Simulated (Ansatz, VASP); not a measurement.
## KZnF3 in VASP and in Ansatz

File INCAR:

```
PREC     = Accurate       # precision mode
ENCUT    = 520            # plane-wave cutoff, eV
EDIFF    = 1E-6           # SCF threshold, eV
ISMEAR   = 0              # smearing method
SIGMA    = 0.1            # smearing width, eV
LREAL    = F              # projectors in reciprocal space
LASPH    = T              # aspherical terms in the spheres
NELM     = 100            # most SCF steps
ALGO     = Normal         # electronic algorithm
ISIF     = 2              # what is computed and relaxed
LWAVE    = F              # write WAVECAR
LCHARG   = F              # write CHGCAR
GGA      = PE             # functional
NBANDS   = 53             # bands
```

File KPOINTS:

```
regular mesh
0
Gamma
  4 4 4
```

The input POSCAR:

```
KZnF3
1.0
    5.6842713000      0.0000000000      0.0000000000
    0.0000000000      5.6842713000      0.0000000000
    0.0000000000      0.0000000000      4.1034765000
K Zn F
2 2 6
Direct
    0.0000000000      0.0000000000      0.0000000000
    0.5000000000      0.5000000000      0.0000000000
    0.5000000000      0.0000000000      0.4357614900
    0.0000000000      0.5000000000      0.5642385100
    0.2500000000      0.2500000000      0.5000000000
    0.7500000000      0.7500000000      0.5000000000
    0.2500000000      0.7500000000      0.5000000000
    0.7500000000      0.2500000000      0.5000000000
    0.5000000000      0.0000000000      0.9458302100
    0.0000000000      0.5000000000      0.0541697900
```

Input for Ansatz:

```yaml
crystal:
  lattice:
    - [5.6842713, 0.0, 0.0]
    - [0.0, 5.6842713, 0.0]
    - [0.0, 0.0, 4.1034765]
  atoms:
    - { symbol: K, position: [0.0, 0.0, 0.0] }
    - { symbol: K, position: [0.5, 0.5, 0.0] }
    - { symbol: Zn, position: [0.5, 0.0, 0.43576149] }
    - { symbol: Zn, position: [0.0, 0.5, 0.56423851] }
    - { symbol: F, position: [0.25, 0.25, 0.5] }
    - { symbol: F, position: [0.75, 0.75, 0.5] }
    - { symbol: F, position: [0.25, 0.75, 0.5] }
    - { symbol: F, position: [0.75, 0.25, 0.5] }
    - { symbol: F, position: [0.5, 0.0, 0.94583021] }
    - { symbol: F, position: [0.0, 0.5, 0.05416979] }
basis:
  ecutwfc: 420
kpoints:
  mp_grid: { grid: [4, 4, 4] }
hamiltonian:
  xc: pbe
scf:
  occupations: { method: gaussian, width: 0.1 }
  lower_state_search: "off"
output:
  forces: true
  stress: true
  eigenvalues: true
```

Alike in both runs: task single point; functional PBE; k mesh 4 × 4 × 4; occupations gaussian, width 0.1 eV; no spin polarisation.

|  | VASP | Ansatz |
| --- | --- | --- |
| version | VASP 6.6.1 | Ansatz 0.2.0 |
| potentials or method | VASP PAW PBE potentials, release 64 (K_sv, Zn, F), cutoff 520 eV | scalar-relativistic, plane waves, PAW |
| valence electrons in the cell | 84 | 84 |

```tsv
	VASP	Ansatz	Ansatz less VASP
gap on the k mesh at the Fermi level (eV)	3.71	3.78	+0.067
least direct gap on the mesh (eV)	3.71	3.78	+0.066
pressure (GPa)	4.5	4.2	-0.33
traceless stress, the component that is largest in VASP (GPa)	-1.53	-1.50	+0.026
rms of the force components (eV/Å)	0.250	0.256	+0.0059
```

Atom by atom the forces differ by 0.007 eV/Å (rms over components).
